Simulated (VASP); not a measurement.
# NaPbI3 (P4/mmm) in VASP: notebook

The runs below take NaPbI3 through single point, with PBE, r2SCAN, HSE06.

Everything below comes from runs of VASP 6.6.1. Logs are shortened: lines on timing, memory, paths and dates and some standing lists are left out, and cuts for length are marked.

## 1. The cell of the first run

The structure is tetragonal, space group P4/mmm (No. 123). The conventional cell has a = 6.317 Å, b = 6.317 Å, c = 6.128 Å, α = 90.00°, β = 90.00°, γ = 90.00°. Na (site symmetry 4/mmm) has 12 I at 4.40 to 4.47 Å and 8 Pb at 5.42 Å within 5.8 Å. Pb (site symmetry 4/mmm) has 6 I at 3.06 to 3.16 Å within 4.0 Å. I (site symmetry 4/mmm) has 2 Pb at 3.06 Å within 4.0 Å. Within 4.2 Å of I (site symmetry mmm) lie 2 Pb at 3.16 Å.

## 2. Single point, PBE (uniaxial z strain -3.0%)

The input, INCAR:

```
SYSTEM = NaPbI3
ALGO = Normal ; EDIFF = 1E-6
ENCUT = 520 ; GGA = PE
ISIF = 2 ; ISMEAR = -1
LASPH = .TRUE. ; LCHARG = .FALSE.
LREAL = .FALSE. ; LWAVE = .FALSE.
NBANDS = 29 ; NELM = 60
PREC = Accurate ; SIGMA = 0.02
```

The input, KPOINTS:

```
k-points
0
G
  4 4 4
  0 0 0
```

The input, POSCAR:

```
NaPbI3
1.0
    6.3170549596      0.0000000000      0.0000000000
    0.0000000000      6.3170549596      0.0000000000
    0.0000000000      0.0000000000      6.1275433108
Na Pb I
1 1 3
Direct
    0.0000000000      0.0000000000      0.0000000000
    0.5000000000      0.5000000000      0.5000000000
    0.5000000000      0.5000000000      0.0000000000
    0.5000000000      0.0000000000      0.5000000000
    0.0000000000      0.5000000000      0.5000000000
```

Potentials or basis: VASP PAW PBE potentials, release 64 (Na_pv, Pb_d, I).

Launch:

```
$ cat potpaw_PBE.64/Na_pv/POTCAR potpaw_PBE.64/Pb_d/POTCAR potpaw_PBE.64/I/POTCAR > POTCAR
$ mpirun -np 1 vasp_std > vasp.out
```

OUTCAR:

```text
SYSTEM = NaPbI3
   EDIFF = 1E-6
   ENCUT = 520
   GGA = PE
   ISIF = 2
   ISMEAR = -1
   LASPH = .TRUE.
   LREAL = .FALSE.
   NELM = 60
   PREC = Accurate

 ion  position               nearest neighbor table
   1  0.000  0.000  0.000-
   2  0.500  0.500  0.500-   3 3.06   3 3.06   5 3.16   4 3.16   4 3.16   5 3.16
   3  0.500  0.500  0.000-   2 3.06   2 3.06
   4  0.500  0.000  0.500-   2 3.16   2 3.16
   5  0.000  0.500  0.500-   2 3.16   2 3.16

  LATTYP: Found a simple tetragonal cell.
 ALAT       =     6.3170549596
 C/A-ratio  =     0.9700000000

  Lattice vectors:

 A1 = (   6.3170549596,   0.0000000000,   0.0000000000)
 A2 = (   0.0000000000,   6.3170549596,   0.0000000000)
 A3 = (   0.0000000000,   0.0000000000,   6.1275433108)

Analysis of symmetry for initial positions (statically):
=====================================================================
 Subroutine PRICEL returns:
 Original cell was already a primitive cell.

 Routine SETGRP: Setting up the symmetry group for a
 simple tetragonal supercell.

 Subroutine GETGRP returns: Found 16 space group operations
 (whereof 16 operations were pure point group operations)
 out of a pool of 16 trial point group operations.

The static configuration has the point symmetry D_4h.

Analysis of symmetry for dynamics (positions and initial velocities):
=====================================================================
 Subroutine PRICEL returns:
 Original cell was already a primitive cell.

 Routine SETGRP: Setting up the symmetry group for a
 simple tetragonal supercell.

 Subroutine GETGRP returns: Found 16 space group operations
 (whereof 16 operations were pure point group operations)
 out of a pool of 16 trial point group operations.

The dynamic configuration has the point symmetry D_4h.

 Subroutine INISYM returns: Found 16 space group operations
 (whereof 16 operations are pure point group operations),
 and found     1 'primitive' translations

----------------------------------------------------------------------------------------

                                     Primitive cell

  volume of cell :     244.5207

  direct lattice vectors                    reciprocal lattice vectors
     6.317054960  0.000000000  0.000000000     0.158301615  0.000000000  0.000000000
     0.000000000  6.317054960  0.000000000     0.000000000  0.158301615  0.000000000
     0.000000000  0.000000000  6.127543311     0.000000000  0.000000000  0.163197541

  length of vectors
     6.317054960  6.317054960  6.127543311     0.158301615  0.158301615  0.163197541

  position of ions in fractional coordinates (direct lattice)
     0.000000000  0.000000000  0.000000000
     0.500000000  0.500000000  0.500000000
     0.500000000  0.500000000  0.000000000
     0.500000000  0.000000000  0.500000000
     0.000000000  0.500000000  0.500000000

  ion indices of the primitive-cell ions
   primitive index   ion index
                 1           1
                 2           2
                 3           3
                 4           4
                 5           5

----------------------------------------------------------------------------------------

 KPOINTS: k-points

Automatic generation of k-mesh.
 Grid dimensions read from file:
 generate k-points for:    4    4    4

 Generating k-lattice:

  Cartesian coordinates                     Fractional coordinates (reciprocal lattice)
     0.039575404  0.000000000  0.000000000     0.250000000  0.000000000  0.000000000
     0.000000000  0.039575404  0.000000000     0.000000000  0.250000000  0.000000000
     0.000000000  0.000000000  0.040799385     0.000000000  0.000000000  0.250000000

  Length of vectors
     0.039575404  0.039575404  0.040799385

  Shift w.r.t. Gamma in fractional coordinates (k-lattice)
     0.000000000  0.000000000  0.000000000

 Subroutine IBZKPT returns following result:
 ===========================================

 Found     18 irreducible k-points:

 Following reciprocal coordinates:
            Coordinates               Weight
  0.000000  0.000000  0.000000      1.000000
  0.250000  0.000000  0.000000      4.000000
  0.500000  0.000000  0.000000      2.000000
  0.250000  0.250000  0.000000      4.000000
  0.500000  0.250000  0.000000      4.000000
  0.500000  0.500000  0.000000      1.000000
[... 10 lines left out ...]
  0.500000  0.250000  0.500000      4.000000
  0.500000  0.500000  0.500000      1.000000
   k-points           NKPTS =     18   k-points in BZ     NKDIM =     18   number of bands    NBANDS=     29
   number of dos      NEDOS =    301   number of ions     NIONS =      5
   total plane-waves  NPLWV = 110592
   dimension x,y,z NGX =    48 NGY =   48 NGZ =   48
   dimension x,y,z NGXF=    96 NGYF=   96 NGZF=   96
   ions per type =               1   1   3
   NGX,Y,Z   is equivalent  to a cutoff of  12.63, 12.63, 13.02 a.u.
   NGXF,Y,Z  is equivalent  to a cutoff of  25.26, 25.26, 26.05 a.u.
 SYSTEM =  NaPbI3
   PREC   = accura    normal or accurate (medium, high low for compatibility)
   ISTART =      0    job   : 0-new  1-cont  2-samecut
   ICHARG =      2    charge: 1-file 2-atom 10-const
   ISPIN  =      1    spin polarized calculation?
   LNONCOLLINEAR =      F non collinear calculations
   LSORBIT =      F    spin-orbit coupling
   LASPH  =      T    aspherical Exc in radial PAW
   ENCUT  =  520.0 eV  38.22 Ry    6.18 a.u.  11.75 11.75 11.39*2*pi/ulx,y,z
   NELM   =     60;   NELMIN=  2; NELMDL= -5     # of ELM steps
   EDIFF  = 0.1E-05   stopping-criterion for ELM
   LREAL  =      F    real-space projection
   EDIFFG = 0.1E-04   stopping-criterion for IOM
   NSW    =      0    number of steps for IOM
   IBRION =     -1    ionic relax: 0-MD 1-quasi-New 2-CG
   NFREE  =      0    steps in history (QN), initial steepest desc. (CG)
   ISIF   =      2    stress and relaxation
   ISYM   =      2    0-nonsym 1-usesym 2-fastsym
   POTIM  = 0.5000    time-step for ionic-motion
   TEBEG  =    0.0;   TEEND  =   0.0 temperature during run
   PSTRESS=    0.0 pullay stress
   NELECT =      42.0000    total number of electrons
   NUPDOWN=      -1.0000    fix difference up-down
   EMIN   =  10.00;   EMAX   =-10.00  energy-range for DOS
   EFERMI =   0.00;   METHOD = LEGACY
   ISMEAR =    -1;   SIGMA  =   0.02  broadening in eV -4-tet -1-fermi 0-gaus
   EFERMI_NEDOS =   21; number of points for ismear=-14 and -15
   IALGO  =     38    algorithm
   IMIX   =      4    mixing-type and parameters
     AMIX     =   0.40;   BMIX     =  1.00
     AMIX_MAG =   1.60;   BMIX_MAG =  1.00
  volume/ion in A,a.u.               =      48.90       330.02
  Fermi-wavevector in a.u.,A,eV,Ry     =   0.910024  1.719695 11.267571  0.828143
  Thomas-Fermi vector in A             =   2.034137
   LORBIT       =      0    0 simple, 1 ext, 2 COOP (PROOUT), +10 PAW based schemes
   GGA     = PE    functional components
   LHFCALC =     F    Hartree Fock is set to
   AEXX    =    0.0000 exact exchange contribution
   IVDW    =     0    specifies the selected vdW correction
   LEPSILON=     F    determine dielectric tensor
   LRPA    =     F    only Hartree local field effects (RPA)
 non-spin polarized calculation
  energy-cutoff  :      520.00
  volume of cell :      244.52
 maximum number of plane-waves:      6620
 NGX is ok and might be reduce to    48
   NGX = 23   NGY = 23   NGZ = 23

 number of electron      42.0000008 magnetization

 Free energy of the ion-electron system (eV)
  ---------------------------------------------------
  ext. energy  EPLUGINS =         0.00000000
  ---------------------------------------------------
  free energy    TOTEN  =       -12.81876926 eV

  energy without entropy =      -12.81876926  energy(sigma->0) =      -12.81876926

 E-fermi :   2.0273     XC(G=0):  -6.8994

 val. band max:        1.6023320788   @ k =   0.5000   0.5000   0.5000
 cond. band min:       2.7901848716   @ k =   0.5000   0.5000   0.5000
 fundamental gap:      1.1878527928
 Fermi energy:         2.0272995571

 k-point     1 :       0.0000    0.0000    0.0000
  band No.  band energies     occupation
      1     -24.1614      2.00000
      2     -24.1614      2.00000
      3     -24.1608      2.00000
      4     -15.2882      2.00000
      5     -15.2718      2.00000
      6     -15.2089      2.00000
[... 21 lines left out ...]
     28       7.0106      0.00000
     29       7.0106      0.00000

 k-point     2 :       0.2500    0.0000    0.0000
  band No.  band energies     occupation
      1     -24.1614      2.00000
      2     -24.1614      2.00000
      3     -24.1608      2.00000
      4     -15.2871      2.00000
      5     -15.2667      2.00000
      6     -15.2092      2.00000
[... 21 lines left out ...]
     28       6.9836      0.00000
     29       7.1015      0.00000

 k-point     3 :       0.5000    0.0000    0.0000
  band No.  band energies     occupation
      1     -24.1614      2.00000
      2     -24.1614      2.00000
      3     -24.1608      2.00000
      4     -15.2864      2.00000
      5     -15.2611      2.00000
      6     -15.2095      2.00000
[... 21 lines left out ...]
     28       6.9641      0.00000
     29       7.1768      0.00000

 k-point     4 :       0.2500    0.2500    0.0000
  band No.  band energies     occupation
      1     -24.1614      2.00000
      2     -24.1614      2.00000
      3     -24.1608      2.00000
      4     -15.2853      2.00000
      5     -15.2622      2.00000
      6     -15.2095      2.00000
[... 21 lines left out ...]
     28       7.0590      0.00000
     29       7.0973      0.00000

 k-point     5 :       0.5000    0.2500    0.0000
  band No.  band energies     occupation
      1     -24.1614      2.00000
      2     -24.1614      2.00000
      3     -24.1608      2.00000
      4     -15.2841      2.00000
      5     -15.2571      2.00000
      6     -15.2097      2.00000
[... 21 lines left out ...]
     28       6.8038      0.00000
     29       7.8407      0.00000
[... 318 lines left out ...]
     28       6.2971      0.00000
     29       8.3935      0.00000

 k-point    16 :       0.2500    0.2500    0.5000
  band No.  band energies     occupation
      1     -24.1614      2.00000
      2     -24.1614      2.00000
      3     -24.1608      2.00000
      4     -15.2646      2.00000
      5     -15.2622      2.00000
      6     -15.2094      2.00000
[... 21 lines left out ...]
     28       7.0558      0.00000
     29       8.1092      0.00000

 k-point    17 :       0.5000    0.2500    0.5000
  band No.  band energies     occupation
      1     -24.1614      2.00000
      2     -24.1614      2.00000
      3     -24.1608      2.00000
      4     -15.2641      2.00000
      5     -15.2562      2.00000
      6     -15.2097      2.00000
[... 21 lines left out ...]
     28       6.7385      0.00000
     29       8.1121      0.00000

 k-point    18 :       0.5000    0.5000    0.5000
  band No.  band energies     occupation
      1     -24.1614      2.00000
      2     -24.1614      2.00000
      3     -24.1608      2.00000
      4     -15.2614      2.00000
      5     -15.2524      2.00000
      6     -15.2100      2.00000
[... 21 lines left out ...]
     28       7.4033      0.00000
     29       7.5343      0.00000

------------------------ aborting loop because EDIFF is reached ----------------------------------------

  FORCE on cell =-STRESS in cart. coord.  units (eV):
  Direction    XX          YY          ZZ          XY          YZ          ZX
  --------------------------------------------------------------------------------------
  -------------------------------------------------------------------------------------
  Total        0.6308234      0.6308234      2.5819197      0.0000000      0.0000000      0.0000000
  in kB        4.1333544      4.1333544     16.9175557      0.0000000      0.0000000      0.0000000
  external PRESSURE =       8.3947548 kB  Pullay stress =       0.0000000 kB

 VOLUME and BASIS-vectors are now :
 -----------------------------------------------------------------------------
  energy-cutoff  :      520.00
  volume of cell :      244.52
      direct lattice vectors                 reciprocal lattice vectors
     6.317054960  0.000000000  0.000000000     0.158301615  0.000000000  0.000000000
     0.000000000  6.317054960  0.000000000     0.000000000  0.158301615  0.000000000
     0.000000000  0.000000000  6.127543311     0.000000000  0.000000000  0.163197541

 POSITION                                       TOTAL-FORCE (eV/Angst)
 -----------------------------------------------------------------------------------
      0.00000      0.00000      0.00000         0.000000      0.000000      0.000000
      3.15853      3.15853      3.06377         0.000000      0.000000      0.000000
      3.15853      3.15853      0.00000         0.000000      0.000000      0.000000
      3.15853      0.00000      3.06377         0.000000      0.000000      0.000000
      0.00000      3.15853      3.06377         0.000000      0.000000      0.000000
 -----------------------------------------------------------------------------------
    total drift:                                0.000000     -0.000000     -0.000000

  FREE ENERGIE OF THE ION-ELECTRON SYSTEM (eV)
  ---------------------------------------------------
  free  energy   TOTEN  =       -12.8187692640 eV

  energy  without entropy=      -12.8187692640  energy(sigma->0) =      -12.81876926
```

Wall time 3.3 min (1 thread of AMD EPYC 9755, shared host); peak memory 0.35 GiB.

What came out:

```yaml
Free_energy: -12.8188 eV
Pressure: 0.8 GPa
Band_gap_on_the_k_mesh: 1.19 eV, direct
```

Stress tensor (GPa, compression positive):
```
0.41 0.00 0.00
0.00 0.41 0.00
0.00 0.00 1.69
```

Caveat: the cell differs from its parent crystal (uniaxial z strain -3.0%); spin-orbit coupling is left out, which moves the levels of the heavy elements. A k mesh can miss the band edges.

(Part 1 of 2 ends here.)
